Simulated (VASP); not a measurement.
A run of VASP 6.6.1 is set up as follows.

Contents of POSCAR:

```
ZrS
1.0
    0.0000000000      2.5790625000      2.6250000000
    2.6709375000      0.0000000000      2.6250000000
    2.6709375000      2.5790625000      0.0000000000
Zr S
1 1
Direct
    0.0000000000      0.0000000000      0.0000000000
    0.5000000000      0.5000000000      0.5000000000
```

INCAR.step1

```
ALGO = Normal
EDIFF = 1E-4
ENCUT = 520
GGA = PE
ISMEAR = 0
LASPH = True
LCHARG = False
LREAL = False
LWAVE = True
NBANDS = 16
NELM = 60
PREC = Accurate
SIGMA = 0.15
```

Contents of INCAR.step2:

```
ALGO = Normal
EDIFF = 1E-6
ENCUT = 520
ISIF = 2
ISMEAR = 0
ISTART = 1
LASPH = True
LCHARG = True
LELF = True
LMIXTAU = True
LREAL = False
LVHAR = True
LWAVE = False
METAGGA = R2SCAN
NBANDS = 16
NELM = 60
PREC = Accurate
SIGMA = 0.15
```

The input KPOINTS:

```
k-points
0
Gamma
  16 16 16
```

Potentials or basis: VASP PAW PBE potentials, release 64 (Zr_sv, S).

The run is started by

```bash
$ cat potpaw_PBE.64/Zr_sv/POTCAR potpaw_PBE.64/S/POTCAR > POTCAR
$ cp INCAR.step1 INCAR
$ mpirun -np 1 vasp_std > vasp.out
$ cp INCAR.step2 INCAR
$ mpirun -np 1 vasp_std > vasp.out
```

Q: Estimate the band gap on the k mesh.

A: Zero (band 9 reaches 12.38 eV, above the bottom of band 10 at 9.52 eV).

Q: Estimate the pressure.

A: -1.6 GPa.

Stress tensor (GPa, compression positive):
```
-6.04  0.00  0.00
 0.00  3.22  0.00
 0.00  0.00 -2.13
```

Caveat: the cell differs from its parent crystal (strain +0.0175 x Voigt [1, -1, 0, 0, 0, 0]); the PAW data sets were made with another functional, which shifts forces and pressure a little.
